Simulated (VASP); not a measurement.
# Sr3B (Pm-3m) in VASP: single point with PBE

Aim: the single point of Sr3B with PBE.

Everything below comes from runs of VASP 6.6.1. Logs are shortened: lines on timing, memory, paths and dates and some standing lists are left out, and cuts for length are marked.

## (1) The cell of the first run

The structure is cubic, space group Pm-3m (No. 221). Conventional cell: a = 5.092 Å, b = 5.092 Å, c = 5.092 Å, α = 90.00°, β = 90.00°, γ = 90.00°. Sr (site symmetry 4/mmm) has 8 Sr at 3.60 Å and 4 B at 3.60 Å within 4.7 Å. B (site symmetry m-3m) has 12 Sr at 3.60 Å within 4.7 Å.

## (2) Single point, PBE

INCAR

```
PREC     = Accurate       # precision mode
ENCUT    = 520            # plane-wave cutoff, eV
EDIFF    = 1E-6           # SCF threshold, eV
ISMEAR   = 0              # smearing method
SIGMA    = 0.1            # smearing width, eV
LREAL    = False          # projectors in reciprocal space
LASPH    = True           # aspherical terms in the spheres
NELM     = 60             # most SCF steps
ALGO     = Fast           # electronic algorithm
ISIF     = 2              # what is computed and relaxed
LWAVE    = False          # write WAVECAR
LCHARG   = False          # write CHGCAR
GGA      = PE             # functional
NBANDS   = 24             # bands
```

KPOINTS

```
Automatic mesh
0
Gamma
  10 10 10
```

POSCAR

```
Sr3B
1.0
    5.0917234939      0.0000000000      0.0000000000
    0.0000000000      5.0917234939      0.0000000000
    0.0000000000      0.0000000000      5.0917234939
Sr B
3 1
Direct
    0.0000000000      0.5000000000      0.5000000000
    0.5000000000      0.0000000000      0.5000000000
    0.5000000000      0.5000000000      0.0000000000
    0.0000000000      0.0000000000      0.0000000000
```

Potentials or basis: VASP PAW PBE potentials, release 64 (Sr_sv, B).

Run with:

```bash
$ cat potpaw_PBE.64/Sr_sv/POTCAR potpaw_PBE.64/B/POTCAR > POTCAR
$ mpirun -np 1 vasp_std > vasp.out
```

OUTCAR:

```text
PREC = Accurate
   ENCUT = 520
   EDIFF = 1E-6
   ISMEAR = 0
   LREAL = False
   LASPH = True
   NELM = 60
   ISIF = 2
   GGA = PE

 ion  position               nearest neighbor table
   1  0.000  0.500  0.500-   2 3.60   3 3.60   4 3.60   3 3.60   4 3.60   2 3.60   4 3.60   4 3.60
                             2 3.60   3 3.60   3 3.60   2 3.60
   2  0.500  0.000  0.500-   1 3.60   3 3.60   4 3.60   3 3.60   4 3.60   1 3.60   3 3.60   3 3.60
                             1 3.60   4 3.60   4 3.60   1 3.60
   3  0.500  0.500  0.000-   1 3.60   2 3.60   4 3.60   1 3.60   2 3.60   2 3.60   4 3.60   2 3.60
                             1 3.60   4 3.60   1 3.60   4 3.60
   4  0.000  0.000  0.000-   1 3.60   2 3.60   3 3.60   1 3.60   2 3.60   1 3.60   3 3.60   1 3.60
                             2 3.60   3 3.60   2 3.60   3 3.60

  LATTYP: Found a simple cubic cell.
 ALAT       =     5.0917234939

  Lattice vectors:

 A1 = (   5.0917234939,   0.0000000000,   0.0000000000)
 A2 = (   0.0000000000,   5.0917234939,   0.0000000000)
 A3 = (   0.0000000000,   0.0000000000,   5.0917234939)

Analysis of symmetry for initial positions (statically):
=====================================================================
 Subroutine PRICEL returns:
 Original cell was already a primitive cell.

 Routine SETGRP: Setting up the symmetry group for a
 simple cubic supercell.

 Subroutine GETGRP returns: Found 48 space group operations
 (whereof 48 operations were pure point group operations)
 out of a pool of 48 trial point group operations.

The static configuration has the point symmetry O_h .

Analysis of symmetry for dynamics (positions and initial velocities):
=====================================================================
 Subroutine PRICEL returns:
 Original cell was already a primitive cell.

 Routine SETGRP: Setting up the symmetry group for a
 simple cubic supercell.

 Subroutine GETGRP returns: Found 48 space group operations
 (whereof 48 operations were pure point group operations)
 out of a pool of 48 trial point group operations.

The dynamic configuration has the point symmetry O_h .

 Subroutine INISYM returns: Found 48 space group operations
 (whereof 48 operations are pure point group operations),
 and found     1 'primitive' translations

----------------------------------------------------------------------------------------

                                     Primitive cell

  volume of cell :     132.0062

  direct lattice vectors                    reciprocal lattice vectors
[... 93 lines left out ...]
   EDIFFG = 0.1E-04   stopping-criterion for IOM
   NSW    =      0    number of steps for IOM
   IBRION =     -1    ionic relax: 0-MD 1-quasi-New 2-CG
   NFREE  =      0    steps in history (QN), initial steepest desc. (CG)
   ISIF   =      2    stress and relaxation
   ISYM   =      2    0-nonsym 1-usesym 2-fastsym
   POTIM  = 0.5000    time-step for ionic-motion
   TEBEG  =    0.0;   TEEND  =   0.0 temperature during run
   PSTRESS=    0.0 pullay stress
   NELECT =      33.0000    total number of electrons
   NUPDOWN=      -1.0000    fix difference up-down
   EMIN   =  10.00;   EMAX   =-10.00  energy-range for DOS
   EFERMI =   0.00;   METHOD = LEGACY
   ISMEAR =     0;   SIGMA  =   0.10  broadening in eV -4-tet -1-fermi 0-gaus
   EFERMI_NEDOS =   21; number of points for ismear=-14 and -15
   IALGO  =     68    algorithm
   IMIX   =      4    mixing-type and parameters
     AMIX     =   0.40;   BMIX     =  1.00
     AMIX_MAG =   1.60;   BMIX_MAG =  1.00
  volume/ion in A,a.u.               =      33.00       222.71
  Fermi-wavevector in a.u.,A,eV,Ry     =   1.031291  1.948858 14.470635  1.063562
  Thomas-Fermi vector in A             =   2.165432
   LORBIT       =      0    0 simple, 1 ext, 2 COOP (PROOUT), +10 PAW based schemes
   GGA     = PE    functional components
   LHFCALC =     F    Hartree Fock is set to
   AEXX    =    0.0000 exact exchange contribution
   IVDW    =     0    specifies the selected vdW correction
   LEPSILON=     F    determine dielectric tensor
   LRPA    =     F    only Hartree local field effects (RPA)
 non-spin polarized calculation
 RMM-DIIS sequential band-by-band and
 Gauss-broadening in eV      SIGMA  =   0.10
  energy-cutoff  :      520.00
  volume of cell :      132.01
 maximum number of plane-waves:      3587
 NGX is ok and might be reduce to    40
   NGX = 19   NGY = 19   NGZ = 19

 number of electron      32.9999999 magnetization

 Free energy of the ion-electron system (eV)
  ---------------------------------------------------
  ext. energy  EPLUGINS =         0.00000000
  ---------------------------------------------------
  free energy    TOTEN  =        -8.20916971 eV

  energy without entropy =       -8.16819816  energy(sigma->0) =       -8.18868393

 E-fermi :   2.2890     XC(G=0):  -8.5330

 val. band max:        2.2812798026   @ k =   0.1000   0.0000   0.0000
 cond. band min:       2.2964848640   @ k =   0.4000   0.1000   0.1000
 fundamental gap:      0.0152050615
 Fermi energy:         2.2889579941

 k-point     1 :       0.0000    0.0000    0.0000
  band No.  band energies     occupation
      1     -33.6705      2.00000
      2     -33.5462      2.00000
      3     -33.5462      2.00000
      4     -15.9903      2.00000
      5     -15.9903      2.00000
      6     -15.9903      2.00000
[... 637 lines left out ...]
     23       4.9917      0.00000
     24       6.0353      0.00000

 [... further k-points ...]

------------------------ aborting loop because EDIFF is reached ----------------------------------------

  FORCE on cell =-STRESS in cart. coord.  units (eV):
  Direction    XX          YY          ZZ          XY          YZ          ZX
  --------------------------------------------------------------------------------------
  -------------------------------------------------------------------------------------
  Total        0.0381278      0.0381278      0.0381278      0.0000000     -0.0000000      0.0000000
  in kB        0.4627624      0.4627624      0.4627624      0.0000000     -0.0000000      0.0000000
  external PRESSURE =       0.4627624 kB  Pullay stress =       0.0000000 kB

 VOLUME and BASIS-vectors are now :
 -----------------------------------------------------------------------------
  energy-cutoff  :      520.00
  volume of cell :      132.01
      direct lattice vectors                 reciprocal lattice vectors
     5.091723494  0.000000000  0.000000000     0.196397153  0.000000000  0.000000000
     0.000000000  5.091723494  0.000000000     0.000000000  0.196397153  0.000000000
     0.000000000  0.000000000  5.091723494     0.000000000  0.000000000  0.196397153

 POSITION                                       TOTAL-FORCE (eV/Angst)
 -----------------------------------------------------------------------------------
      0.00000      2.54586      2.54586         0.000000      0.000000      0.000000
      2.54586      0.00000      2.54586         0.000000      0.000000      0.000000
      2.54586      2.54586      0.00000         0.000000      0.000000      0.000000
      0.00000      0.00000      0.00000         0.000000      0.000000      0.000000
 -----------------------------------------------------------------------------------
    total drift:                                0.000000     -0.000000     -0.000000

  FREE ENERGIE OF THE ION-ELECTRON SYSTEM (eV)
  ---------------------------------------------------
  free  energy   TOTEN  =        -8.2091697081 eV

  energy  without entropy=       -8.1681981615  energy(sigma->0) =       -8.18868393
```

OSZICAR:

```text
N       E                     dE             d eps       ncg     rms          rms(c)
DAV:   1     0.186121482686E+03    0.18612E+03   -0.15231E+04  2688   0.120E+03
DAV:   2     0.472208556960E+01   -0.18140E+03   -0.17583E+03  3344   0.269E+02
[... 10 lines left out ...]
RMM:  13    -0.820925560252E+01   -0.11401E-03   -0.14942E-03  4009   0.110E-01    0.123E-01
RMM:  14    -0.820921069558E+01    0.44907E-04   -0.17815E-04  4522   0.430E-02    0.122E-01
RMM:  15    -0.820916765656E+01    0.43039E-04   -0.24372E-04  4266   0.376E-02    0.455E-02
RMM:  16    -0.820916614733E+01    0.15092E-05   -0.41570E-05  4099   0.232E-02    0.137E-02
RMM:  17    -0.820916816687E+01   -0.20195E-05   -0.24428E-05  3831   0.137E-02    0.608E-03
RMM:  18    -0.820916922795E+01   -0.10611E-05   -0.82301E-06  3379   0.882E-03    0.559E-03
RMM:  19    -0.820916970805E+01   -0.48010E-06   -0.34014E-06  2794   0.616E-03
   1 F= -.82091697E+01 E0= -.81886839E+01  d E =-.409715E-01
```

It took 3.4 min on 1 thread of AMD EPYC 9R45 (Zen 5), shared host; peak memory 0.29 GiB.

Results:

| Quantity | Value |
| --- | --- |
| Free energy | -8.2092 eV |
| Pressure | 0.0 GPa |

Levels at points of the mesh, in eV from the Fermi level:
```csv
k point,band 15,band 16,band 17,band 18,band 19,band 20
"(0.00, 0.00, 0.00)",0.40,0.40,0.76,0.76,0.76,0.85
"(0.50, 0.00, 0.00)",-0.50,0.01,0.01,1.27,1.70,1.73
"(0.50, 0.50, 0.00)",-1.28,-0.22,-0.21,1.47,1.47,1.55
"(0.50, 0.50, 0.50)",-0.34,-0.34,-0.06,-0.06,-0.06,1.63
```
